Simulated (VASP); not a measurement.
TiAl3: single point with PBEsol

TiAl3:

```
Ti Al
1.0
     3.95567    0.00000    0.00000
     0.00000    3.95567    0.00000
     0.00000    0.00000    4.11390
Ti Al
1 3
Direct
  0.00000 0.00000 0.00000
  0.00000 0.50000 0.50000
  0.50000 0.00000 0.50000
  0.50000 0.50000 0.00000
```

| Item | Value |
| --- | --- |
| Program | VASP 6.6.1 |
| Task | single point |
| Functional | PBEsol |
| Potentials or basis | VASP PAW PBE potentials, release 64 (Ti_sv, Al) |
| Cutoff | 520 eV |
| k mesh | 6 × 6 × 6 |
| Occupations | fermi-dirac, width 0.05 eV |
| Spin | no spin polarisation |
| Dipole correction | no |
| Further INCAR settings | ALGO = Normal; EDIFF = 1e-07; NBANDS = 18 |

```yaml
Pressure: -4.3 GPa
Band_gap_on_the_k_mesh: zero (an odd number of electrons rules out a gap without spin polarisation)
```

Stress tensor (GPa, compression positive):
```
-2.60  0.00  0.00
 0.00 -2.60  0.00
 0.00  0.00 -7.76
```

Levels at points of the mesh, in eV from the Fermi level:
| k point | band 6 | band 7 | band 8 | band 9 | band 10 | band 11 | band 12 | band 13 | band 14 | band 15 |
| --- | --- | --- | --- | --- | --- | --- | --- | --- | --- | --- |
| (0.00, 0.00, 0.00) | -3.14 | -2.77 | -2.41 | -1.85 | -1.85 | 0.20 | 0.20 | 0.29 | 0.80 | 3.83 |
| (0.50, 0.00, 0.00) | -7.72 | -2.34 | -2.06 | -1.96 | 0.46 | 0.47 | 0.73 | 0.99 | 1.07 | 1.50 |
| (0.50, 0.50, 0.00) | -5.83 | -5.83 | -4.83 | -1.28 | -1.28 | 0.45 | 0.95 | 0.98 | 1.26 | 3.20 |
| (0.00, 0.00, 0.50) | -7.83 | -2.00 | -2.00 | -1.95 | 0.48 | 0.72 | 0.93 | 0.93 | 1.16 | 1.38 |
| (0.50, 0.00, 0.50) | -6.06 | -5.97 | -4.85 | -1.11 | -1.00 | 0.77 | 0.78 | 1.16 | 1.32 | 3.64 |
| (0.50, 0.50, 0.50) | -4.97 | -4.97 | -4.75 | -3.45 | -3.29 | -3.29 | 0.17 | 1.15 | 1.30 | 2.65 |

It took 76 s on 1 thread of Intel Xeon 8259CL, with other jobs on the host, peak memory 0.2 GiB.

Caveat: the cell stands under tension; the PAW data sets were made with another functional, which shifts forces and pressure a little.
